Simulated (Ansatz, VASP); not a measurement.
## Two plane-wave programs on Mg5Se

```
Mg Se
1.0
     0.00000    4.13274    4.13274
     4.13274    0.00000    4.13274
     4.13274    4.13274    0.00000
Mg Se
5 1
Direct
  0.37522 0.37522 0.87435
  0.37522 0.87435 0.37522
  0.87435 0.37522 0.37522
  0.37522 0.37522 0.37522
  0.75000 0.75000 0.75000
  0.00000 0.00000 0.00000
```

Change from the starting cell: species swapped into the DyCu5 type (F-43m, No. 216).

Alike in both runs: functional PBE; k mesh 8 × 8 × 8; occupations gaussian, width 0.1 eV; no spin polarisation.

Ansatz relaxed the structure, and its values are those at the end. VASP's run is a single point on that final structure, the one shown.

|  | VASP | Ansatz |
| --- | --- | --- |
| version | VASP 6.6.1 | Ansatz 0.2.0 |
| potentials or method | VASP PAW PBE potentials, release 64 (Mg, Se), cutoff 520 eV | scalar-relativistic, plane waves, PAW |
| valence electrons in the cell | 16 | 66 |

```tsv
	VASP	Ansatz	Ansatz less VASP
gap on the k mesh at the Fermi level (eV)	none	none	-
pressure (GPa)	-0.1	0.0	+0.08
```

A gap of «none» marks a metal or a gap that the smearing closes. VASP's potentials hold 16 valence electrons a cell and Ansatz's 66, so a difference there can come from the potentials and not from the codes.
